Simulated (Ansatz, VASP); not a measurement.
Two plane-wave programs on SnSe

Contents of INCAR:

```
ALGO = Normal
EDIFF = 1E-6
ENCUT = 520
GGA = CA
ISIF = 2
ISMEAR = 0
LASPH = T
LCHARG = T
LELF = T
LREAL = F
LVHAR = T
LWAVE = F
NBANDS = 17
NELM = 80
PREC = Accurate
SIGMA = 0.05
```

Contents of KPOINTS:

```
k-points
0
Gamma
  8 8 8
```

File POSCAR:

```
SnSe
1.0
    0.0000000000      2.9046500000      3.0100000000
    3.1153500000      0.0000000000      3.0100000000
    3.1153500000      2.9046500000      0.0000000000
Sn Se
1 1
Direct
    0.0000000000      0.0000000000      0.0000000000
    0.5000000000      0.5000000000      0.5000000000
```

Input for Ansatz:

```yaml
crystal:
  lattice:
    - [0.0, 2.90465, 3.01]
    - [3.11535, 0.0, 3.01]
    - [3.11535, 2.90465, 0.0]
  atoms:
    - { symbol: Sn, position: [0.0, 0.0, 0.0] }
    - { symbol: Se, position: [0.5, 0.5, 0.5] }
basis:
  ecutwfc: 420
kpoints:
  mp_grid: { grid: [8, 8, 8] }
hamiltonian:
  xc: lda
scf:
  occupations: { method: gaussian, width: 0.05 }
output:
  forces: true
  stress: true
  eigenvalues: true
```

Change from the starting cell: strain +0.0350 x Voigt [1, -1, 0, 0, 0, 0], atoms carried along.

Alike in both runs: task single point; functional LDA; k mesh 8 × 8 × 8; occupations gaussian, width 0.05 eV; no spin polarisation.

|  | VASP | Ansatz |
| --- | --- | --- |
| version | VASP 6.6.1 | Ansatz 0.2.0 |
| potentials or method | VASP PAW LDA potentials, release 64 (Sn_d, Se), cutoff 520 eV | scalar-relativistic, plane waves, PAW |
| valence electrons in the cell | 20 | 30 |

|  | VASP | Ansatz | Ansatz less VASP |
| --- | --- | --- | --- |
| gap on the k mesh at the Fermi level (eV) | 0.62 | 0.63 | +0.008 |
| least direct gap on the mesh (eV) | 0.67 | 0.68 | +0.007 |
| pressure (GPa) | -2.7 | -2.8 | -0.09 |
| traceless stress, the component that is largest in VASP (GPa) | 4.16 | 4.12 | -0.038 |

LDA's correlation is that of Perdew and Zunger in VASP and of Perdew and Wang (1992) in Ansatz. VASP's potentials hold 20 valence electrons a cell and Ansatz's 30, so a difference there can come from the potentials and not from the codes.
